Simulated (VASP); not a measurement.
# Ca3CdF8 (Cmmm) in VASP: single point with PBE

Aim: the single point of Ca3CdF8 with PBE.

Everything below comes from runs of VASP 6.6.1. Logs are shortened: lines on timing, memory, paths and dates and some standing lists are left out, and cuts for length are marked.

### 1 The cell of the first run

Symmetry: Cmmm, No. 65, orthorhombic system. Conventional cell: a = 7.679 Å, b = 10.854 Å, c = 3.835 Å, α = 90.00°, β = 90.00°, γ = 90.00°. Ca (site symmetry mmm) has 8 F at 2.35 to 2.36 Å within 3.1 Å. Ca (site symmetry 2/m) has 8 F at 2.35 Å within 3.1 Å. F (site symmetry m2m) has 2 Cd at 2.34 Å and 2 Ca at 2.35 Å and 6 F at 2.70 to 2.72 Å within 3.1 Å. Within 3.1 Å of F (site symmetry m2m) lie 4 Ca at 2.35 Å and 6 F at 2.72 Å. Within 3.1 Å of F (site symmetry m) lie 1 Cd at 2.34 Å and 3 Ca at 2.35 to 2.36 Å and 6 F at 2.71 to 2.72 Å. Within 3.1 Å of Cd (site symmetry mmm) lie 8 F at 2.34 Å.

### 2 Single point, PBE

INCAR

```
SYSTEM = Ca3CdF8
PREC = Accurate ; ENCUT = 520
EDIFF = 1E-6 ; ISMEAR = -1
SIGMA = 0.02 ; LREAL = .FALSE.
LASPH = .TRUE. ; NELM = 80
ALGO = Normal ; ISIF = 2
LWAVE = .FALSE. ; LCHARG = .FALSE.
GGA = PE ; NBANDS = 61
```

KPOINTS

```
regular mesh
0
G
  4 4 6
  0 0 0
```

POSCAR

```
Ca3CdF8
1.0
    3.8394914381     -5.4268056679      0.0000000000
    3.8394914381      5.4268056679      0.0000000000
    0.0000000000      0.0000000000      3.8351402926
Ca F Cd
3 8 1
Direct
    0.0000000000      0.0000000000      0.0000000000
    0.5000000000      0.0000000000      0.5000000000
    0.0000000000      0.5000000000      0.5000000000
    0.3756615677      0.6243384323      0.5000000000
    0.1253653410      0.8746346590      0.5000000000
    0.8738459535      0.6242918058      0.0000000000
    0.6242918058      0.8738459535      0.0000000000
    0.3757081942      0.1261540465      0.0000000000
    0.1261540465      0.3757081942      0.0000000000
    0.8746346590      0.1253653410      0.5000000000
    0.6243384323      0.3756615677      0.5000000000
    0.5000000000      0.5000000000      0.0000000000
```

Potentials or basis: VASP PAW PBE potentials, release 64 (Ca_sv, F, Cd).

Launch:

```
> cat potpaw_PBE.64/Ca_sv/POTCAR potpaw_PBE.64/F/POTCAR potpaw_PBE.64/Cd/POTCAR > POTCAR
> mpirun -np 1 vasp_std > vasp.out
```

OUTCAR:

```text
SYSTEM = Ca3CdF8
   PREC = Accurate
   ENCUT = 520
   EDIFF = 1E-6
   ISMEAR = -1
   LREAL = .FALSE.
   LASPH = .TRUE.
   NELM = 80
   ISIF = 2
   GGA = PE

 ion  position               nearest neighbor table
   1  0.000  0.000  0.000-   5 2.35  10 2.35   5 2.35  10 2.35   9 2.36   6 2.36   7 2.36   8 2.36

   2  0.500  0.000  0.500-   5 2.35  10 2.35   8 2.35   7 2.35   7 2.35   8 2.35   4 2.35  11 2.35

   3  0.000  0.500  0.500-   5 2.35  10 2.35   9 2.35   6 2.35   6 2.35   9 2.35   4 2.35  11 2.35

   4  0.376  0.624  0.500-  12 2.34  12 2.34   2 2.35   3 2.35
   5  0.125  0.875  0.500-   2 2.35   3 2.35   1 2.35   1 2.35
   6  0.874  0.624  0.000-  12 2.34   3 2.35   3 2.35   1 2.36
   7  0.624  0.874  0.000-  12 2.34   2 2.35   2 2.35   1 2.36
   8  0.376  0.126  0.000-  12 2.34   2 2.35   2 2.35   1 2.36
   9  0.126  0.376  0.000-  12 2.34   3 2.35   3 2.35   1 2.36
  10  0.875  0.125  0.500-   2 2.35   3 2.35   1 2.35   1 2.35
  11  0.624  0.376  0.500-  12 2.34  12 2.34   2 2.35   3 2.35
  12  0.500  0.500  0.000-   6 2.34   7 2.34   8 2.34   9 2.34   4 2.34  11 2.34   4 2.34  11 2.34

  LATTYP: Found a base centered orthorhombic cell.
 ALAT       =     7.6789828762
 B/A-ratio  =     1.4134178329
 C/A-ratio  =     0.4994333696

  Lattice vectors:

 A1 = (   3.8394914381,  -5.4268056679,   0.0000000000)
 A2 = (   3.8394914381,   5.4268056679,   0.0000000000)
 A3 = (   0.0000000000,   0.0000000000,   3.8351402926)

Analysis of symmetry for initial positions (statically):
=====================================================================
 Subroutine PRICEL returns:
 Original cell was already a primitive cell.

 Routine SETGRP: Setting up the symmetry group for a
 base centered orthorhombic supercell.

 Subroutine GETGRP returns: Found  8 space group operations
 (whereof  8 operations were pure point group operations)
 out of a pool of  8 trial point group operations.

The static configuration has the point symmetry D_2h.

Analysis of symmetry for dynamics (positions and initial velocities):
=====================================================================
 Subroutine PRICEL returns:
 Original cell was already a primitive cell.

 Routine SETGRP: Setting up the symmetry group for a
 base centered orthorhombic supercell.

 Subroutine GETGRP returns: Found  8 space group operations
 (whereof  8 operations were pure point group operations)
 out of a pool of  8 trial point group operations.

The dynamic configuration has the point symmetry D_2h.

 Subroutine INISYM returns: Found  8 space group operations
 (whereof  8 operations are pure point group operations),
 and found     1 'primitive' translations

----------------------------------------------------------------------------------------

                                     Primitive cell

  volume of cell :     159.8193

  direct lattice vectors                    reciprocal lattice vectors
     3.839491438 -5.426805668  0.000000000     0.130225580 -0.092135232  0.000000000
     3.839491438  5.426805668  0.000000000     0.130225580  0.092135232  0.000000000
     0.000000000  0.000000000  3.835140293     0.000000000  0.000000000  0.260746654

  length of vectors
     6.647699923  6.647699923  3.835140293     0.159523048  0.159523048  0.260746654

  position of ions in fractional coordinates (direct lattice)
     0.000000000  0.000000000  0.000000000
     0.500000000  0.000000000  0.500000000
     0.000000000  0.500000000  0.500000000
     0.375661568  0.624338432  0.500000000
     0.125365341  0.874634659  0.500000000
     0.873845954  0.624291806  0.000000000
     0.624291806  0.873845954  0.000000000
     0.375708194  0.126154046  0.000000000
     0.126154046  0.375708194  0.000000000
     0.874634659  0.125365341  0.500000000
     0.624338432  0.375661568  0.500000000
     0.500000000  0.500000000  0.000000000

  ion indices of the primitive-cell ions
   primitive index   ion index
                 1           1
                 2           2
                 3           3
                 4           4
                 5           5
                 6           6
                 7           7
                 8           8
                 9           9
                10          10
                11          11
                12          12

----------------------------------------------------------------------------------------

 KPOINTS: regular mesh

Automatic generation of k-mesh.
 Grid dimensions read from file:
 generate k-points for:    4    4    6

 Generating k-lattice:

  Cartesian coordinates                     Fractional coordinates (reciprocal lattice)
     0.032556395 -0.023033808  0.000000000     0.250000000  0.000000000  0.000000000
     0.032556395  0.023033808  0.000000000     0.000000000  0.250000000  0.000000000
     0.000000000  0.000000000  0.043457776     0.000000000  0.000000000  0.166666667

  Length of vectors
     0.039880762  0.039880762  0.043457776

  Shift w.r.t. Gamma in fractional coordinates (k-lattice)
     0.000000000  0.000000000  0.000000000

 Subroutine IBZKPT returns following result:
 ===========================================

 Found     28 irreducible k-points:

 Following reciprocal coordinates:
            Coordinates               Weight
  0.000000  0.000000  0.000000      1.000000
  0.250000  0.000000  0.000000      4.000000
  0.500000  0.000000  0.000000      2.000000
  0.250000  0.250000  0.000000      2.000000
  0.500000  0.250000  0.000000      4.000000
 -0.250000  0.250000  0.000000      2.000000
[... 16 lines left out ...]
  0.250000  0.000000  0.500000      4.000000
  0.500000  0.000000  0.500000      2.000000
 [... further k-points ...]
   k-points           NKPTS =     28   k-points in BZ     NKDIM =     28   number of bands    NBANDS=     61
   number of dos      NEDOS =    301   number of ions     NIONS =     12
   total plane-waves  NPLWV =  75000
   dimension x,y,z NGX =    50 NGY =   50 NGZ =   30
   dimension x,y,z NGXF=   100 NGYF=  100 NGZF=   60
   ions per type =               3   8   1
   NGX,Y,Z   is equivalent  to a cutoff of  12.50, 12.50, 13.00 a.u.
   NGXF,Y,Z  is equivalent  to a cutoff of  25.01, 25.01, 26.01 a.u.
 SYSTEM =  Ca3CdF8
   PREC   = accura    normal or accurate (medium, high low for compatibility)
   ISTART =      0    job   : 0-new  1-cont  2-samecut
   ICHARG =      2    charge: 1-file 2-atom 10-const
   ISPIN  =      1    spin polarized calculation?
   LNONCOLLINEAR =      F non collinear calculations
   LSORBIT =      F    spin-orbit coupling
   LASPH  =      T    aspherical Exc in radial PAW
   ENCUT  =  520.0 eV  38.22 Ry    6.18 a.u.  12.36 12.36  7.13*2*pi/ulx,y,z
   NELM   =     80;   NELMIN=  2; NELMDL= -5     # of ELM steps
   EDIFF  = 0.1E-05   stopping-criterion for ELM
   LREAL  =      F    real-space projection
   EDIFFG = 0.1E-04   stopping-criterion for IOM
   NSW    =      0    number of steps for IOM
   IBRION =     -1    ionic relax: 0-MD 1-quasi-New 2-CG
   NFREE  =      0    steps in history (QN), initial steepest desc. (CG)
   ISIF   =      2    stress and relaxation
   ISYM   =      2    0-nonsym 1-usesym 2-fastsym
   POTIM  = 0.5000    time-step for ionic-motion
   TEBEG  =    0.0;   TEEND  =   0.0 temperature during run
   PSTRESS=    0.0 pullay stress
   NELECT =      98.0000    total number of electrons
   NUPDOWN=      -1.0000    fix difference up-down
   EMIN   =  10.00;   EMAX   =-10.00  energy-range for DOS
   EFERMI =   0.00;   METHOD = LEGACY
   ISMEAR =    -1;   SIGMA  =   0.02  broadening in eV -4-tet -1-fermi 0-gaus
   EFERMI_NEDOS =   21; number of points for ismear=-14 and -15
   IALGO  =     38    algorithm
   IMIX   =      4    mixing-type and parameters
     AMIX     =   0.40;   BMIX     =  1.00
     AMIX_MAG =   1.60;   BMIX_MAG =  1.00
  volume/ion in A,a.u.               =      13.32        89.88
  Fermi-wavevector in a.u.,A,eV,Ry     =   1.390829  2.628286 26.319187  1.934406
  Thomas-Fermi vector in A             =   2.514727
   LORBIT       =      0    0 simple, 1 ext, 2 COOP (PROOUT), +10 PAW based schemes
   GGA     = PE    functional components
   LHFCALC =     F    Hartree Fock is set to
   AEXX    =    0.0000 exact exchange contribution
   IVDW    =     0    specifies the selected vdW correction
   LEPSILON=     F    determine dielectric tensor
   LRPA    =     F    only Hartree local field effects (RPA)
 non-spin polarized calculation
  energy-cutoff  :      520.00
  volume of cell :      159.82
 maximum number of plane-waves:      4330
 NGX is ok and might be reduce to    50
   NGX = 25   NGY = 25   NGZ = 15

 number of electron      98.0000021 magnetization

 Free energy of the ion-electron system (eV)
  ---------------------------------------------------
  ext. energy  EPLUGINS =         0.00000000
  ---------------------------------------------------
  free energy    TOTEN  =       -62.80653791 eV

  energy without entropy =      -62.80653791  energy(sigma->0) =      -62.80653791

 E-fermi :  -0.4940     XC(G=0):  -9.8681

 val. band max:       -0.9412856807   @ k =   0.0000   0.0000   0.5000
 cond. band min:       4.3622039181   @ k =   0.0000   0.0000   0.0000
 fundamental gap:      5.3034895988
 Fermi energy:        -0.4939548544

 k-point     1 :       0.0000    0.0000    0.0000
  band No.  band energies     occupation
      1     -37.0496      2.00000
      2     -37.0035      2.00000
      3     -36.9991      2.00000
      4     -21.3707      2.00000
      5     -21.1765      2.00000
      6     -21.1142      2.00000
[... 53 lines left out ...]
     60       9.1358      0.00000
     61       9.1847      0.00000

 k-point     2 :       0.2500    0.0000    0.0000
  band No.  band energies     occupation
      1     -37.0476      2.00000
      2     -37.0041      2.00000
      3     -37.0005      2.00000
      4     -21.3323      2.00000
      5     -21.2475      2.00000
      6     -21.1052      2.00000
[... 1397 lines left out ...]
     60       9.1634      0.00000
     61       9.2259      0.00000

 k-point    24 :       0.5000    0.0000    0.5000
  band No.  band energies     occupation
      1     -37.0292      2.00000
      2     -36.9929      2.00000
      3     -36.9929      2.00000
      4     -21.2835      2.00000
      5     -21.2695      2.00000
      6     -21.1517      2.00000
[... 53 lines left out ...]
     60       9.1674      0.00000
     61       9.2744      0.00000

 [... further k-points ...]
[... 5 lines left out ...]
  --------------------------------------------------------------------------------------
  -------------------------------------------------------------------------------------
  Total        4.2608384      4.2481868      4.2484466      0.0000000      0.0000000      0.0000000
  in kB       42.7146078     42.5877762     42.5903807      0.0000000      0.0000000      0.0000000
  external PRESSURE =      42.6309216 kB  Pullay stress =       0.0000000 kB

 VOLUME and BASIS-vectors are now :
 -----------------------------------------------------------------------------
  energy-cutoff  :      520.00
  volume of cell :      159.82
      direct lattice vectors                 reciprocal lattice vectors
     3.839491438 -5.426805668  0.000000000     0.130225580 -0.092135232  0.000000000
     3.839491438  5.426805668  0.000000000     0.130225580  0.092135232  0.000000000
     0.000000000  0.000000000  3.835140293     0.000000000  0.000000000  0.260746654

 POSITION                                       TOTAL-FORCE (eV/Angst)
 -----------------------------------------------------------------------------------
      0.00000      0.00000      0.00000         0.000000      0.000000      0.000000
      1.91975     -2.71340      1.91757         0.000000      0.000000      0.000000
      1.91975      2.71340      1.91757         0.000000      0.000000      0.000000
      3.83949      1.34952      1.91757         0.000000      0.103359      0.000000
      3.83949      4.06614      1.91757         0.000000     -0.002289      0.000000
      5.75209     -1.35428      0.00000         0.073858     -0.053425      0.000000
      5.75209      1.35428      0.00000         0.073858      0.053425      0.000000
      1.92690     -1.35428      0.00000        -0.073858     -0.053425      0.000000
      1.92690      1.35428      0.00000        -0.073858      0.053425      0.000000
      3.83949     -4.06614      1.91757         0.000000      0.002289      0.000000
      3.83949     -1.34952      1.91757         0.000000     -0.103359     -0.000000
      3.83949      0.00000      0.00000         0.000000     -0.000000      0.000000
 -----------------------------------------------------------------------------------
    total drift:                                0.000000      0.000000      0.000000

  FREE ENERGIE OF THE ION-ELECTRON SYSTEM (eV)
  ---------------------------------------------------
  free  energy   TOTEN  =       -62.8065379104 eV

  energy  without entropy=      -62.8065379104  energy(sigma->0) =      -62.80653791
```

Run time: 3.8 min. Hardware: 1 thread of Intel Xeon Platinum 8488C (Sapphire Rapids), shared host; peak memory 0.39 GiB.

Results:

```
Free energy            : -62.8065 eV
Pressure               : 4.3 GPa
Largest force          : 0.103 eV/Å
Band gap on the k mesh : 5.30 eV (least direct gap 5.36 eV)
```

Forces on the atoms (eV/Å):
```
Ca   0.000  0.000  0.000
Ca   0.000  0.000  0.000
Ca   0.000  0.000  0.000
F    0.000  0.103  0.000
F    0.000 -0.002  0.000
F    0.074 -0.053  0.000
F    0.074  0.053  0.000
F   -0.074 -0.053  0.000
F   -0.074  0.053  0.000
F    0.000  0.002  0.000
F    0.000 -0.103  0.000
Cd   0.000  0.000  0.000
```

Caveat: the cell stands under pressure.
